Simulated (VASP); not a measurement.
# Re (P6_3/mmc) in VASP: a series of runs, part 2 of 2

VASP 6.6.1.

### Step 4. Single point, PBEsol

This run uses another cell than the first one, of the same volume but with other edges.

Input file INCAR:

```
SYSTEM = Re
PREC     = Accurate       ! precision mode
ENCUT    = 520            ! plane-wave cutoff, eV
EDIFF    = 1E-6           ! SCF threshold, eV
ISMEAR   = 0              ! smearing method
SIGMA    = 0.15           ! smearing width, eV
LREAL    = .FALSE.        ! projectors in reciprocal space
LASPH    = .TRUE.         ! aspherical terms in the spheres
NELM     = 100            ! most SCF steps
ALGO     = Normal         ! electronic algorithm
ISIF     = 2              ! what is computed and relaxed
LWAVE    = .FALSE.        ! write WAVECAR
LCHARG   = .FALSE.        ! write CHGCAR
GGA      = PS             ! functional
NBANDS   = 14             ! bands
```

Input file KPOINTS:

```
regular mesh
0
G
  21 21 12
  0 0 0
```

Input file POSCAR:

```
Re
1.0
    2.8432738522      0.0000000000      0.0000000000
   -1.4216369261      2.4623473859      0.0000000000
    0.0000000000      0.0000000000      4.2316859794
Re
2
Direct
    0.3333333333      0.6666666667      0.2500000000
    0.6666666667      0.3333333333      0.7500000000
```

Potentials or basis: VASP PAW PBE potentials, release 64 (Re).

Run with:

```
> cat potpaw_PBE.64/Re/POTCAR > POTCAR
> mpirun -np 1 vasp_std > vasp.out
```

OUTCAR:

```text
SYSTEM = Re
   PREC = Accurate
   ENCUT = 520
   EDIFF = 1E-6
   ISMEAR = 0
   LREAL = .FALSE.
   LASPH = .TRUE.
   NELM = 100
   ISIF = 2
   GGA = PS

 ion  position               nearest neighbor table
   1  0.333  0.667  0.250-   2 2.68   2 2.68   2 2.68   2 2.68   2 2.68   2 2.68
   2  0.667  0.333  0.750-   1 2.68   1 2.68   1 2.68   1 2.68   1 2.68   1 2.68

  LATTYP: Found a hexagonal cell.
 ALAT       =     2.8432738522
 C/A-ratio  =     1.4883145977

  Lattice vectors:

 A1 = (   2.8432738522,   0.0000000000,   0.0000000000)
 A2 = (  -1.4216369261,   2.4623473859,   0.0000000000)
 A3 = (   0.0000000000,   0.0000000000,   4.2316859794)

Analysis of symmetry for initial positions (statically):
=====================================================================
 Subroutine PRICEL returns:
 Original cell was already a primitive cell.

 Routine SETGRP: Setting up the symmetry group for a
 hexagonal supercell.

 Subroutine GETGRP returns: Found 24 space group operations
 (whereof 12 operations were pure point group operations)
 out of a pool of 24 trial point group operations.

The static configuration has the point symmetry D_3d.
 The point group associated with its full space group is D_6h.

Analysis of symmetry for dynamics (positions and initial velocities):
=====================================================================
 Subroutine PRICEL returns:
 Original cell was already a primitive cell.

 Routine SETGRP: Setting up the symmetry group for a
 hexagonal supercell.

 Subroutine GETGRP returns: Found 24 space group operations
 (whereof 12 operations were pure point group operations)
 out of a pool of 24 trial point group operations.

The dynamic configuration has the point symmetry D_3d.
 The point group associated with its full space group is D_6h.

 Subroutine INISYM returns: Found 24 space group operations
 (whereof 12 operations are pure point group operations),
 and found     1 'primitive' translations

[... 122 lines left out ...]
   IVDW    =     0    specifies the selected vdW correction
   LEPSILON=     F    determine dielectric tensor
   LRPA    =     F    only Hartree local field effects (RPA)
 non-spin polarized calculation
 Gauss-broadening in eV      SIGMA  =   0.15
  energy-cutoff  :      520.00
  volume of cell :       29.63
 maximum number of plane-waves:       817
 NGX is ok and might be reduce to    24

 number of electron      14.0000001 magnetization

 Free energy of the ion-electron system (eV)
  ---------------------------------------------------
  ext. energy  EPLUGINS =         0.00000000
  ---------------------------------------------------
  free energy    TOTEN  =       -26.57405085 eV

  energy without entropy =      -26.55023450  energy(sigma->0) =      -26.56214267

 E-fermi :   7.6212     XC(G=0): -13.7716

 val. band max:        7.6162247092   @ k =   0.3810   0.0000   0.1667
 cond. band min:       7.6269967030   @ k =   0.3810   0.0476   0.1667
 fundamental gap:      0.0107719938
 Fermi energy:         7.6212019184

 k-point     1 :       0.0000    0.0000    0.0000
  band No.  band energies     occupation
      1      -2.2084      2.00000
      2       1.1188      2.00000
      3       5.8939      2.00000
      4       5.8939      2.00000
      5       6.9721      2.00000
      6       6.9721      2.00000
      7       7.0664      2.00000
      8       7.1054      2.00000
      9       7.1054      2.00000
     10       9.2065      0.00000
     11      10.9676      0.00000
     12      10.9676      0.00000
     13      18.4332      0.00000
     14      21.4167      0.00000
[... 377 lines left out ...]
      1      -0.0659      2.00000
      2       2.5102      2.00000
      3       4.1173      2.00000
      4       4.4428      2.00000
      5       5.8094      2.00000
      6       6.2631      2.00000
      7       7.3452      1.99073
      8       8.0776      0.00002
      9       8.5192      0.00000
     10       9.2572      0.00000
     11      11.8768      0.00000
     12      16.8952      0.00000
     13      18.1716      0.00000
     14      22.2957      0.00000

 [... further k-points ...]

------------------------ aborting loop because EDIFF is reached ----------------------------------------

  FORCE on cell =-STRESS in cart. coord.  units (eV):
  Direction    XX          YY          ZZ          XY          YZ          ZX
  --------------------------------------------------------------------------------------
  -------------------------------------------------------------------------------------
  Total       -2.6742953     -2.6742953      3.0168512     -0.0000000     -0.0000000      0.0000000
  in kB     -144.6233746   -144.6233746    163.1484789     -0.0000000     -0.0000000      0.0000000
  external PRESSURE =     -42.0327568 kB  Pullay stress =       0.0000000 kB

 VOLUME and BASIS-vectors are now :
 -----------------------------------------------------------------------------
  energy-cutoff  :      520.00
  volume of cell :       29.63
      direct lattice vectors                 reciprocal lattice vectors
     2.843273852  0.000000000  0.000000000     0.351707240  0.203058270  0.000000000
    -1.421636926  2.462347386  0.000000000     0.000000000  0.406116540  0.000000000
     0.000000000  0.000000000  4.231685979     0.000000000  0.000000000  0.236312431

 POSITION                                       TOTAL-FORCE (eV/Angst)
 -----------------------------------------------------------------------------------
     -0.00000      1.64156      1.05792         0.000000     -0.000000      0.000000
      1.42164      0.82078      3.17376        -0.000000      0.000000      0.000000
 -----------------------------------------------------------------------------------
    total drift:                               -0.000000      0.000000     -0.000000

  FREE ENERGIE OF THE ION-ELECTRON SYSTEM (eV)
  ---------------------------------------------------
  free  energy   TOTEN  =       -26.5740508484 eV

  energy  without entropy=      -26.5502345012  energy(sigma->0) =      -26.56214267
```

OSZICAR:

```text
N       E                     dE             d eps       ncg     rms          rms(c)
DAV:   1     0.186708154401E+02    0.18671E+02   -0.67670E+03 18784   0.124E+03
DAV:   2    -0.270217467175E+02   -0.45693E+02   -0.40255E+02 15356   0.282E+02
DAV:   3    -0.280529585134E+02   -0.10312E+01   -0.10044E+01 14684   0.424E+01
DAV:   4    -0.280633402823E+02   -0.10382E-01   -0.10372E-01 14514   0.305E+00
DAV:   5    -0.280635456613E+02   -0.20538E-03   -0.20535E-03 14664   0.743E-01    0.441E+01
DAV:   6    -0.269448530951E+02    0.11187E+01   -0.90192E-01 16364   0.255E+01    0.181E+01
DAV:   7    -0.265867202734E+02    0.35813E+00   -0.59158E-01 16454   0.200E+01    0.520E-01
DAV:   8    -0.265748564537E+02    0.11864E-01   -0.78775E-03 14938   0.774E-01    0.163E-01
DAV:   9    -0.265740471107E+02    0.80934E-03   -0.42043E-04 16696   0.199E-01    0.419E-02
DAV:  10    -0.265740500504E+02   -0.29397E-05   -0.51894E-05 15326   0.857E-02    0.203E-02
DAV:  11    -0.265740508484E+02   -0.79803E-06   -0.21661E-07  8296   0.210E-02
   1 F= -.26574051E+02 E0= -.26562143E+02  d E =-.238163E-01
```

Wall time 2.4 min (1 thread of Oxide Virtual Turin-like, shared host); peak memory 0.22 GiB.

Results:

* Free energy: -26.5741 eV
* Pressure: -4.2 GPa
* Band gap on the k mesh: zero (band 7 reaches 9.13 eV, above the bottom of band 8 at 5.78 eV)

Caveat: the PAW data sets were made with another functional, which shifts forces and pressure a little; spin-orbit coupling is left out, which moves the levels of the heavy elements.

### Step 5. Single point, PBEsol

This run uses another cell than the first one, of the same volume but with other edges.

Input file INCAR:

```
PREC     = Accurate       # precision mode
ENCUT    = 520            # plane-wave cutoff, eV
EDIFF    = 1E-7           # SCF threshold, eV
ISMEAR   = 0              # smearing method
SIGMA    = 0.15           # smearing width, eV
LREAL    = F              # projectors in reciprocal space
LASPH    = T              # aspherical terms in the spheres
NELM     = 80             # most SCF steps
ALGO     = Normal         # electronic algorithm
ISIF     = 2              # what is computed and relaxed
LWAVE    = F              # write WAVECAR
LCHARG   = T              # write CHGCAR
GGA      = PS             # functional
LELF     = T              # ELF
LVHAR    = T            
NBANDS   = 14             # bands
```

Input file KPOINTS:

```
regular mesh
0
Gamma
  21 21 12
```

Input file POSCAR:

```
Re
1.0
    2.6788623912      0.0000000000      0.0000000000
   -1.3394311956      2.3199628840      0.0000000000
    0.0000000000      0.0000000000      4.7670532633
Re
2
Direct
    0.3333333333      0.6666666667      0.2500000000
    0.6666666667      0.3333333333      0.7500000000
```

Run with:

```
> cat potpaw_PBE.64/Re/POTCAR > POTCAR
> mpirun -np 1 vasp_std > vasp.out
```

Run time: 2.5 min. Hardware: 1 thread of Oxide Virtual Turin-like, shared host; peak memory 0.21 GiB.

It converged, with:

```
Free energy            : -26.4613 eV
Pressure               : -3.0 GPa
Band gap on the k mesh : zero (band 7 reaches 9.30 eV, above the bottom of band 8 at 6.26 eV)
```

Stress tensor (GPa, compression positive):
```
 12.15   0.00   0.00
  0.00  12.15   0.00
  0.00   0.00 -33.30
```

Levels at points of the mesh, in eV from the Fermi level:
| k point | band 5 | band 6 | band 7 | band 8 | band 9 | band 10 |
| --- | --- | --- | --- | --- | --- | --- |
| (0.00, 0.00, 0.00) | -1.59 | -1.02 | -1.02 | -0.58 | 0.90 | 0.90 |
| (0.00, 0.00, 0.50) | -1.56 | -1.56 | -1.56 | -1.56 | 2.43 | 2.43 |

Caveat: the PAW data sets were made with another functional, which shifts forces and pressure a little; spin-orbit coupling is left out, which moves the levels of the heavy elements.

### Step 6. Single point, PBEsol

This run uses another cell than the first one, of the same volume but with other edges.

Input file INCAR:

```
SYSTEM = Re
PREC = Accurate
ENCUT = 520
EDIFF = 1E-7
ISMEAR = 0
SIGMA = 0.15
LREAL = .False.
LASPH = .True.
NELM = 100
ALGO = Normal
ISIF = 2
LWAVE = .False.
LCHARG = .True.
GGA = PS
LELF = .True.
LVHAR = .True.
NBANDS = 14
```

Input file KPOINTS:

```
Automatic mesh
0
Gamma
  21 21 12
  0 0 0
```

Input file POSCAR:

```
Re
1.0
    2.8032224066      0.0000000000      0.0000000000
   -1.4016112033      2.4276618166      0.0000000000
    0.0000000000      0.0000000000      4.3534714730
Re
2
Direct
    0.3333333333      0.6666666667      0.2500000000
    0.6666666667      0.3333333333      0.7500000000
```

Potentials or basis: VASP PAW PBE potentials, release 64 (Re).

Run with:

```
> cat potpaw_PBE.64/Re/POTCAR > POTCAR
> mpirun -np 1 vasp_std > vasp.out
```

OUTCAR:

```text
SYSTEM = Re
   PREC = Accurate
   ENCUT = 520
   EDIFF = 1E-7
   ISMEAR = 0
   LREAL = .False.
   LASPH = .True.
   NELM = 100
   ISIF = 2
   GGA = PS

 ion  position               nearest neighbor table
   1  0.333  0.667  0.250-   2 2.71   2 2.71   2 2.71   2 2.71   2 2.71   2 2.71
   2  0.667  0.333  0.750-   1 2.71   1 2.71   1 2.71   1 2.71   1 2.71   1 2.71

  LATTYP: Found a hexagonal cell.
 ALAT       =     2.8032224066
 C/A-ratio  =     1.5530239280

  Lattice vectors:

 A1 = (   2.8032224066,   0.0000000000,   0.0000000000)
 A2 = (  -1.4016112033,   2.4276618166,   0.0000000000)
[... 589 lines left out ...]
     11      11.7002      0.00000
     12      16.5946      0.00000
     13      17.5729      0.00000
     14      22.6307      0.00000

 [... further k-points ...]
[... 5 lines left out ...]
  --------------------------------------------------------------------------------------
  -------------------------------------------------------------------------------------
  Total       -2.1040359     -2.1040359      0.7987936     -0.0000000      0.0000000     -0.0000000
  in kB     -113.7842815   -113.7842815     43.1980087     -0.0000000      0.0000000     -0.0000000
  external PRESSURE =     -61.4568514 kB  Pullay stress =       0.0000000 kB

 VOLUME and BASIS-vectors are now :
 -----------------------------------------------------------------------------
  energy-cutoff  :      520.00
  volume of cell :       29.63
      direct lattice vectors                 reciprocal lattice vectors
     2.803222407  0.000000000  0.000000000     0.356732308  0.205959494  0.000000000
    -1.401611203  2.427661817  0.000000000     0.000000000  0.411918989  0.000000000
     0.000000000  0.000000000  4.353471473     0.000000000  0.000000000  0.229701746

 POSITION                                       TOTAL-FORCE (eV/Angst)
 -----------------------------------------------------------------------------------
     -0.00000      1.61844      1.08837        -0.000000     -0.000000      0.000000
      1.40161      0.80922      3.26510         0.000000      0.000000      0.000000
 -----------------------------------------------------------------------------------
    total drift:                                0.000000     -0.000000     -0.000000

  FREE ENERGIE OF THE ION-ELECTRON SYSTEM (eV)
  ---------------------------------------------------
  free  energy   TOTEN  =       -26.6977504607 eV

  energy  without entropy=      -26.6774326980  energy(sigma->0) =      -26.68759158
```

Wall time 3.6 min (1 thread of Oxide Virtual Turin-like, shared host); peak memory 0.22 GiB.

Results:

```
Free energy            : -26.6978 eV
Pressure               : -6.1 GPa
Band gap on the k mesh : zero (band 7 reaches 9.13 eV, above the bottom of band 8 at 5.76 eV)
```

Levels at points of the mesh, in eV from the Fermi level:
```csv
k point,band 3,band 4,band 5,band 6,band 7,band 8,band 9,band 10,band 11,band 12
"(0.00, 0.00, 0.00)",-1.61,-1.61,-1.05,-0.66,-0.66,-0.12,-0.12,1.09,3.37,3.37
"(0.00, 0.00, 0.50)",-2.08,-2.08,-1.84,-1.84,-1.84,-1.84,2.61,2.61,2.61,2.61
```

Caveat: the PAW data sets were made with another functional, which shifts forces and pressure a little; spin-orbit coupling is left out, which moves the levels of the heavy elements.

### Step 7. Summary

```csv
cell,gap on the mesh (eV),pressure (GPa)
"a = 2.919, b = 2.919, c = 4.014 Å, angles 90.0, 90.0, 120.0°, 2 atoms",none,1.7
"a = 2.602, b = 2.602, c = 5.052 Å, angles 90.0, 90.0, 120.0°, 2 atoms",none,7.6
"a = 2.843, b = 2.843, c = 4.232 Å, angles 90.0, 90.0, 120.0°, 2 atoms",none,-4.2
"a = 2.679, b = 2.679, c = 4.767 Å, angles 90.0, 90.0, 120.0°, 2 atoms",none,-3.0
"a = 2.803, b = 2.803, c = 4.353 Å, angles 90.0, 90.0, 120.0°, 2 atoms",none,-6.1
```

Alike in all rows: task single point; level PBEsol; potentials or basis VASP PAW PBE potentials, release 64 (Re); no spin polarisation; k mesh 21 × 21 × 12; cutoff (eV) 520; smearing gaussian 0.15 eV.

Caveats: the PAW data sets were made with another functional, which shifts forces and pressure a little; spin-orbit coupling is left out, which moves the levels of the heavy elements.

Absolute energies hang on the potentials; compare differences alone.
